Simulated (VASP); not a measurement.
# Si (Im-3m) in VASP: further runs, part 2 of 2

VASP 6.6.1. The steps go on from the part before.

**4. Single point, PBE**

This run uses another cell than the first one, of 24.26 Å³/atom, 1.043 times its volume.

Input file INCAR:

```
SYSTEM = Si
PREC = Accurate
ENCUT = 520
EDIFF = 1E-6
ISMEAR = 0
SIGMA = 0.15
LREAL = .FALSE.
LASPH = .TRUE.
NELM = 80
ALGO = Normal
ISIF = 2
LWAVE = .FALSE.
LCHARG = .TRUE.
GGA = PE
LELF = .TRUE.
LVHAR = .TRUE.
NBANDS = 21
```

Input file KPOINTS:

```
Automatic mesh
0
G
  5 5 5
  0 0 0
```

Input file POSCAR:

```
Si
1.0
   -3.3136925066      3.3136925066      3.3136925066
    3.3136925066     -3.3136925066      3.3136925066
    3.3136925066      3.3136925066     -3.3136925066
Si
6
Direct
    0.7500000000      0.2500000000      0.5000000000
    0.7500000000      0.5000000000      0.2500000000
    0.5000000000      0.2500000000      0.7500000000
    0.2500000000      0.5000000000      0.7500000000
    0.2500000000      0.7500000000      0.5000000000
    0.5000000000      0.7500000000      0.2500000000
```

Started as:

```console
cat potpaw_PBE.64/Si/POTCAR > POTCAR
mpirun -np 1 vasp_std > vasp.out
```

It took 20 s on 1 thread of Intel Xeon 6975P-C (Granite Rapids), shared host; peak memory 0.3 GiB.

The run converged. Its results:

| Item | Value |
| --- | --- |
| Free energy | -31.1427 eV |
| Pressure | 3.5 GPa |
| Band gap on the k mesh | 0.30 eV, direct |

Levels at points of the mesh, in eV from the valence-band top:
| k point | band 8 | band 9 | band 10 | band 11 | band 12 | band 13 | band 14 | band 15 | band 16 | band 17 |
| --- | --- | --- | --- | --- | --- | --- | --- | --- | --- | --- |
| (0.00, 0.00, 0.00) | -2.84 | -2.84 | -2.03 | -2.03 | -2.03 | 2.13 | 2.13 | 2.13 | 2.57 | 3.06 |

A k mesh can miss the band edges.

**5. Single point, PBE**

This run uses another cell than the first one, of 24.75 Å³/atom, 1.064 times its volume.

Input file INCAR:

```
PREC = Accurate
ENCUT = 520
EDIFF = 1E-6
ISMEAR = 0
SIGMA = 0.15
LREAL = False
LASPH = True
NELM = 100
ALGO = Normal
ISIF = 2
LWAVE = False
LCHARG = True
GGA = PE
LELF = True
LVHAR = True
NBANDS = 21
```

Input file KPOINTS:

```
Automatic mesh
0
Gamma
  5 5 5
```

Edit POSCAR of step 4 so:

```diff
@@ -2,5 +2,5 @@
 1.0
-   -3.3136925066      3.3136925066      3.3136925066
-    3.3136925066     -3.3136925066      3.3136925066
-    3.3136925066      3.3136925066     -3.3136925066
+   -3.3360830000      3.3360830000      3.3360830000
+    3.3360830000     -3.3360830000      3.3360830000
+    3.3360830000      3.3360830000     -3.3360830000
 Si
```

Started as:

```console
cat potpaw_PBE.64/Si/POTCAR > POTCAR
mpirun -np 1 vasp_std > vasp.out
```

Wall time 21 s (1 thread of Intel Xeon 6975P-C (Granite Rapids), shared host); peak memory 0.3 GiB.

It converged, with:

| Item | Value |
| --- | --- |
| Free energy | -31.1925 eV |
| Pressure | 1.9 GPa |
| Band gap on the k mesh | 0.33 eV, direct |

Levels at points of the mesh, in eV from the valence-band top:
```
           k point  band 9  band 10  band 11  band 12  band 13  band 14  band 15  band 16
(0.00, 0.00, 0.00)   -2.76    -1.98    -1.98    -1.98     2.15     2.15     2.15     2.64
```

A k mesh can miss the band edges.

**6. Single point, PBE**

This run uses another cell than the first one, of 25.25 Å³/atom, 1.085 times its volume.

Input file INCAR:

```
ALGO     = Normal         # electronic algorithm
EDIFF    = 1E-7           # SCF threshold, eV
ENCUT    = 520            # plane-wave cutoff, eV
GGA      = PE             # functional
ISIF     = 2              # what is computed and relaxed
ISMEAR   = 0              # smearing method
LASPH    = T              # aspherical terms in the spheres
LCHARG   = F              # write CHGCAR
LREAL    = F              # projectors in reciprocal space
LWAVE    = F              # write WAVECAR
NBANDS   = 21             # bands
NELM     = 80             # most SCF steps
PREC     = Accurate       # precision mode
SIGMA    = 0.15           # smearing width, eV
```

Input file KPOINTS:

```
k-points
0
Gamma
  5 5 5
```

Edit POSCAR of step 5 so:

```diff
@@ -2,5 +2,5 @@
 1.0
-   -3.3360830000      3.3360830000      3.3360830000
-    3.3360830000     -3.3360830000      3.3360830000
-    3.3360830000      3.3360830000     -3.3360830000
+   -3.3581769088      3.3581769088      3.3581769088
+    3.3581769088     -3.3581769088      3.3581769088
+    3.3581769088      3.3581769088     -3.3581769088
 Si
```

Potentials or basis: VASP PAW PBE potentials, release 64 (Si).

Started as:

```console
cat potpaw_PBE.64/Si/POTCAR > POTCAR
mpirun -np 1 vasp_std > vasp.out
```

OUTCAR:

```text
EDIFF = 1E-7
   ENCUT = 520
   GGA = PE
   ISIF = 2
   ISMEAR = 0
   LASPH = T
   LREAL = F
   NELM = 80
   PREC = Accurate

 ion  position               nearest neighbor table
   1  0.750  0.250  0.500-   2 2.37   3 2.37   4 2.37   6 2.37
   2  0.750  0.500  0.250-   1 2.37   5 2.37   6 2.37   3 2.37
   3  0.500  0.250  0.750-   1 2.37   2 2.37   4 2.37   5 2.37
   4  0.250  0.500  0.750-   3 2.37   5 2.37   6 2.37   1 2.37
   5  0.250  0.750  0.500-   3 2.37   4 2.37   6 2.37   2 2.37
   6  0.500  0.750  0.250-   1 2.37   2 2.37   5 2.37   4 2.37
[... 430 lines left out ...]
  -------------------------------------------------------------------------------------
  Total        0.4425477      0.4425477      0.4425477      0.0000000     -0.0000000     -0.0000000
  in kB        4.6805833      4.6805833      4.6805833      0.0000000     -0.0000000     -0.0000000
  external PRESSURE =       4.6805833 kB  Pullay stress =       0.0000000 kB

 VOLUME and BASIS-vectors are now :
 -----------------------------------------------------------------------------
  energy-cutoff  :      520.00
  volume of cell :      151.49
      direct lattice vectors                 reciprocal lattice vectors
    -3.358176909  3.358176909  3.358176909     0.000000000  0.148890310  0.148890310
     3.358176909 -3.358176909  3.358176909     0.148890310  0.000000000  0.148890310
     3.358176909  3.358176909 -3.358176909     0.148890310  0.148890310  0.000000000

 POSITION                                       TOTAL-FORCE (eV/Angst)
 -----------------------------------------------------------------------------------
      0.00000      3.35818      1.67909         0.000000     -0.000000     -0.000000
      0.00000      1.67909      3.35818         0.000000      0.000000     -0.000000
      1.67909      3.35818      0.00000         0.000000      0.000000     -0.000000
      3.35818      1.67909      0.00000         0.000000      0.000000     -0.000000
      3.35818      0.00000      1.67909        -0.000000      0.000000     -0.000000
      1.67909      0.00000      3.35818        -0.000000     -0.000000      0.000000
 -----------------------------------------------------------------------------------
    total drift:                               -0.000000     -0.000000      0.000000

  FREE ENERGIE OF THE ION-ELECTRON SYSTEM (eV)
  ---------------------------------------------------
  free  energy   TOTEN  =       -31.2143923879 eV

  energy  without entropy=      -31.2113095283  energy(sigma->0) =      -31.21285096
```

OSZICAR:

```text
N       E                     dE             d eps       ncg     rms          rms(c)
DAV:   1     0.591281578650E+02    0.59128E+02   -0.88873E+03   420   0.913E+02
DAV:   2    -0.275251942943E+02   -0.86653E+02   -0.82931E+02   555   0.138E+02
DAV:   3    -0.319903471435E+02   -0.44652E+01   -0.44313E+01   552   0.301E+01
DAV:   4    -0.320691613889E+02   -0.78814E-01   -0.78769E-01   603   0.498E+00
DAV:   5    -0.320711417186E+02   -0.19803E-02   -0.19803E-02   588   0.722E-01    0.819E+00
DAV:   6    -0.314854386889E+02    0.58570E+00   -0.35059E-01   485   0.221E+00    0.495E+00
DAV:   7    -0.311905190290E+02    0.29492E+00   -0.70866E-01   499   0.321E+00    0.458E-01
DAV:   8    -0.312109547417E+02   -0.20436E-01   -0.63162E-02   488   0.109E+00    0.187E-01
DAV:   9    -0.312124419053E+02   -0.14872E-02   -0.46180E-03   529   0.305E-01    0.175E-01
DAV:  10    -0.312143874967E+02   -0.19456E-02   -0.13701E-03   478   0.160E-01    0.479E-02
DAV:  11    -0.312143805982E+02    0.68985E-05   -0.56554E-05   553   0.360E-02    0.851E-03
DAV:  12    -0.312143925573E+02   -0.11959E-04   -0.18772E-05   490   0.245E-02    0.349E-03
DAV:  13    -0.312143924514E+02    0.10585E-06   -0.91380E-07   592   0.488E-03    0.189E-03
DAV:  14    -0.312143923879E+02    0.63508E-07   -0.13476E-07   456   0.251E-03
   1 F= -.31214392E+02 E0= -.31212851E+02  d E =-.308286E-02
```

stdout:

```text
POSCAR found type information on POSCAR Si
 POSCAR found :  1 types and       6 ions
 scaLAPACK will be used
 LDA part: xc-table for (Slater+PW92), standard interpolation
 POSCAR, INCAR and KPOINTS ok, starting setup
 FFT: planning ... GRIDC
 FFT: planning ... GRID_SOFT
 FFT: planning ... GRID
 WAVECAR not read
 entering main loop
```

Wall time 20 s (1 thread of Intel Xeon 6975P-C (Granite Rapids), shared host); peak memory 0.29 GiB.

What came out:

- Free energy: -31.2144 eV
- Pressure: 0.5 GPa
- Band gap on the k mesh: 0.36 eV, direct

A k mesh can miss the band edges.

**7. Summary**

| cell | gap on the mesh (eV) | pressure (GPa) |
| --- | --- | --- |
| a = 5.660 Å, angles 109.5°, 6 atoms | 0.25 | 7.2 |
| a = 5.700 Å, angles 109.5°, 6 atoms | 0.28 | 5.2 |
| a = 5.739 Å, angles 109.5°, 6 atoms | 0.30 | 3.5 |
| a = 5.778 Å, angles 109.5°, 6 atoms | 0.33 | 1.9 |
| a = 5.817 Å, angles 109.5°, 6 atoms | 0.36 | 0.5 |

Alike in all rows: task single point; level PBE; potentials or basis VASP PAW PBE potentials, release 64 (Si); no spin polarisation; k mesh 5 × 5 × 5; cutoff (eV) 520; smearing gaussian 0.15 eV.

Absolute energies hang on the potentials; compare differences alone.
